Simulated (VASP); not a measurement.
# MoH8 (P6/mmm) in VASP: a series of runs, part 3 of 3

VASP 6.6.1.

## (5) Relaxation of cell and atoms, PBE

This run uses another cell than the first one, of 7.57 Å³/atom, 1.145 times its volume.

Input file INCAR:

```
SYSTEM = MoH8
PREC = Accurate ; ENCUT = 600
EDIFF = 1E-6 ; ISMEAR = 0
SIGMA = 0.1 ; LREAL = .False.
LASPH = .True. ; NELM = 100
ALGO = Normal ; ISIF = 3
LWAVE = .False. ; LCHARG = .False.
GGA = PE ; IBRION = 2
NSW = 90 ; EDIFFG = -0.04
```

Input file KPOINTS:

```
regular mesh
0
Gamma
  6 6 4
  0 0 0
```

Input file POSCAR:

```
MoH8
1.0
    3.4217334100      0.0000000000      0.0000000000
   -1.7108667000      2.9633080500      0.0000000000
    0.0000000000      0.0000000000      6.7163701200
H Mo
8 1
Direct
    0.0000000000      0.0000000000      0.2927534800
    0.0000000000      0.0000000000      0.7072465200
    0.5000000000      0.0000000000      0.7904067500
    0.0000000000      0.5000000000      0.7904067500
    0.5000000000      0.5000000000      0.7904067500
    0.5000000000      0.0000000000      0.2095932500
    0.0000000000      0.5000000000      0.2095932500
    0.5000000000      0.5000000000      0.2095932500
    0.0000000000      0.0000000000      0.5000000000
```

The run is started by

```
cat potpaw_PBE.64/H/POTCAR potpaw_PBE.64/Mo_sv/POTCAR > POTCAR
mpirun -np 1 vasp_std > vasp.out
```

Run time: 7.2 min. Hardware: 1 thread of Intel Xeon 6975P-C (Granite Rapids), shared host; peak memory 0.23 GiB.

It converged, with:

* Free energy: -34.0902 eV
* Relaxed volume: 5.96 Å³/atom
* Relaxed cell: a = 3.418 Å, b = 3.418 Å, c = 5.301 Å, α = 90.00°, β = 90.00°, γ = 120.00°
* Space group after relaxing (to 0.05 Å): P6/mmm (No. 191)
* Energy gained by relaxing: 1152.7 meV/atom
* Ionic steps: 50
* Pressure after relaxing: 0.3 GPa
* Largest force after relaxing: 0.011 eV/Å
* Band gap on the k mesh: zero (band 11 reaches 2.97 eV, above the bottom of band 12 at 2.85 eV)

Forces on the atoms (eV/Å):
```
H    0.000  0.000 -0.003
H    0.000  0.000  0.003
H    0.000  0.000  0.011
H    0.000  0.000  0.011
H    0.000  0.000  0.011
H    0.000  0.000 -0.011
H    0.000  0.000 -0.011
H    0.000  0.000 -0.011
Mo   0.000  0.000  0.000
```

Stress tensor (GPa, compression positive):
```
-0.14  0.00  0.00
 0.00 -0.14  0.00
 0.00  0.00  1.07
```

Step by step:
```tsv
step	energy change (eV)	largest force (eV/Å)	pressure (GPa)	volume (Å³)
1	0.0000	8.9248	-3.15	68.10
3	-3.3581	0.7679	-20.31	66.50
5	-5.6228	0.8957	-0.34	46.98
7	-6.4787	1.1137	29.63	39.37
9	-6.5504	2.5770	47.51	36.88
11	-6.6012	3.2172	63.20	35.26
13	-8.3258	1.3689	59.60	35.91
15	-8.3566	1.7822	59.36	35.96
17	-8.5458	0.9484	60.51	36.09
19	-10.0550	0.2943	8.45	43.70
21	-10.0880	0.4338	2.03	45.33
23	-10.1941	0.3006	0.73	46.51
25	-10.2821	0.1155	0.07	48.56
27	-10.3020	0.1276	0.98	48.90
29	-10.3178	0.2314	-1.28	50.78
31	-10.3199	0.2477	-1.87	51.34
33	-10.3273	0.1871	-1.49	51.75
35	-10.3292	0.1287	-1.13	52.07
37	-10.3411	0.0854	0.67	51.68
39	-10.3439	0.1086	2.05	51.39
41	-10.3576	0.0637	1.63	51.73
43	-10.3685	0.0533	0.53	52.58
45	-10.3706	0.0457	0.00	53.00
47	-10.3719	0.1124	0.92	53.50
49	-10.3733	0.0521	0.48	53.40
50	-10.3747	0.0114	0.26	53.65
```

Final structure:
```cif
data_structure
_symmetry_space_group_name_H-M 'P 1'
_symmetry_Int_Tables_number 1
_cell_length_a 3.4184
_cell_length_b 3.4184
_cell_length_c 5.3011
_cell_angle_alpha 90.000
_cell_angle_beta 90.000
_cell_angle_gamma 120.000
_cell_volume 53.65
loop_
_atom_site_label
_atom_site_type_symbol
_atom_site_fract_x
_atom_site_fract_y
_atom_site_fract_z
_atom_site_occupancy
H1 H 0.00000 0.00000 0.16557 1
H2 H 0.00000 0.00000 0.83443 1
H3 H 0.50000 0.00000 0.66613 1
H4 H 0.00000 0.50000 0.66613 1
H5 H 0.50000 0.50000 0.66613 1
H6 H 0.50000 0.00000 0.33387 1
H7 H 0.00000 0.50000 0.33387 1
H8 H 0.50000 0.50000 0.33387 1
Mo1 Mo 0.00000 0.00000 0.50000 1
```

Levels at points of the mesh, in eV from the Fermi level:
| k point | band 8 | band 9 | band 10 | band 11 | band 12 | band 13 | band 14 | band 15 |
| --- | --- | --- | --- | --- | --- | --- | --- | --- |
| (0.00, 0.00, 0.00) | -4.37 | -4.37 | -0.16 | -0.16 | 2.89 | 3.74 | 3.89 | 3.89 |
| (0.50, 0.00, 0.00) | -4.90 | -2.71 | -2.01 | -0.16 | 0.70 | 1.84 | 2.61 | 5.25 |
| (0.00, 0.00, 0.50) | -4.36 | -3.98 | -0.49 | -0.19 | -0.19 | 3.76 | 3.76 | 7.62 |
| (0.50, 0.00, 0.50) | -4.30 | -3.63 | -2.07 | -0.06 | 0.70 | 0.70 | 1.95 | 4.91 |

Caveat: the volume moved by over 15 % at a fixed basis, so the end points are rough.

## (6) Single point, PBE

This run uses another cell than the first one, of 7.57 Å³/atom, 1.145 times its volume.

Input file INCAR:

```
SYSTEM = MoH8
PREC = Accurate ; ENCUT = 520
EDIFF = 1E-6 ; ISMEAR = 0
SIGMA = 0.1 ; LREAL = .False.
LASPH = .True. ; NELM = 100
ALGO = Normal ; ISIF = 2
LWAVE = .False. ; LCHARG = .False.
GGA = PE ; NBANDS = 21
```

Input file KPOINTS:

```
Automatic mesh
0
Gamma
  6 6 4
  0 0 0
```

POSCAR is that of step 5.

Potentials or basis: VASP PAW PBE potentials, release 64 (H, Mo_sv).

The run is started by

```
cat potpaw_PBE.64/H/POTCAR potpaw_PBE.64/Mo_sv/POTCAR > POTCAR
mpirun -np 1 vasp_std > vasp.out
```

Wall time 17 s (1 thread of Intel Xeon 6975P-C (Granite Rapids), shared host); peak memory 0.18 GiB.

The run converged. Its results:

| Quantity | Value |
| --- | --- |
| Free energy | -23.7128 eV |
| Pressure | -3.3 GPa |
| Largest force | 8.925 eV/Å |
| Band gap on the k mesh | zero (band 11 reaches 2.44 eV, above the bottom of band 12 at 1.83 eV) |

Forces in eV/Å, atoms in the order of the input:
```
H    0.000  0.000 -8.925
H    0.000  0.000  8.925
H    0.000  0.000 -1.016
H    0.000  0.000 -1.016
H    0.000  0.000 -1.016
H    0.000  0.000  1.016
H    0.000  0.000  1.016
H    0.000  0.000  1.016
Mo   0.000  0.000  0.000
```

Stress tensor (GPa, compression positive):
```
-19.28   0.00   0.00
  0.00 -19.28   0.00
  0.00   0.00  28.79
```

Levels at points of the mesh, in eV from the Fermi level:
| k point | band 9 | band 10 | band 11 | band 12 | band 13 | band 14 |
| --- | --- | --- | --- | --- | --- | --- |
| (0.00, 0.00, 0.00) | -0.70 | -0.70 | -0.03 | -0.03 | 2.58 | 3.53 |
| (0.50, 0.00, 0.00) | -3.37 | -1.02 | -0.34 | 0.53 | 1.55 | 1.56 |
| (0.00, 0.00, 0.50) | -0.68 | -0.68 | -0.03 | -0.03 | 1.24 | 3.13 |
| (0.50, 0.00, 0.50) | -3.22 | -1.09 | -0.04 | 0.29 | 1.48 | 1.55 |

Caveat: forces of over 1 eV/Å act on the atoms, so gaps and moduli don't describe the material at rest.

## (7) Summary

| task | cell | k mesh | cutoff (eV) | smearing | gap on the mesh (eV) | pressure (GPa) | relaxed volume (Å³/atom) | largest force (eV/Å) |
| --- | --- | --- | --- | --- | --- | --- | --- | --- |
| single point | a = 3.414, b = 3.414, c = 5.894 Å, angles 90.0, 90.0, 120.0°, 9 atoms | 12 × 12 × 6 | 520 | gaussian 0.01 eV | 0.13 | -0.1 | - | 0.02 |
| relaxation of cell and atoms | relaxed from a = 3.418, b = 3.418, c = 5.983 Å, angles 90.0, 90.0, 120.0°, 9 atoms | 12 × 12 × 6 | 600 | gaussian 0.01 eV | 0.20 | -0.1 | 6.73 | 0.01 |
| single point | a = 3.418, b = 3.418, c = 5.983 Å, angles 90.0, 90.0, 120.0°, 9 atoms | 6 × 6 × 4 | 520 | gaussian 0.1 eV | 0.21 | 0.0 | - | 0.04 |
| relaxation of cell and atoms | relaxed from a = 3.422, b = 3.422, c = 6.716 Å, angles 90.0, 90.0, 120.0°, 9 atoms | 6 × 6 × 4 | 600 | gaussian 0.1 eV | none | 0.3 | 5.96 | 0.01 |
| single point | a = 3.422, b = 3.422, c = 6.716 Å, angles 90.0, 90.0, 120.0°, 9 atoms | 6 × 6 × 4 | 520 | gaussian 0.1 eV | none | -3.3 | - | 8.93 |

Alike in all rows: level PBE; potentials or basis VASP PAW PBE potentials, release 64 (H, Mo_sv); no spin polarisation.

Caveats: the volume moved by over 15 % at a fixed basis, so the end points are rough (some runs); forces of over 1 eV/Å act on the atoms, so gaps and moduli don't describe the material at rest (some runs).

Absolute energies hang on the potentials; compare differences alone.
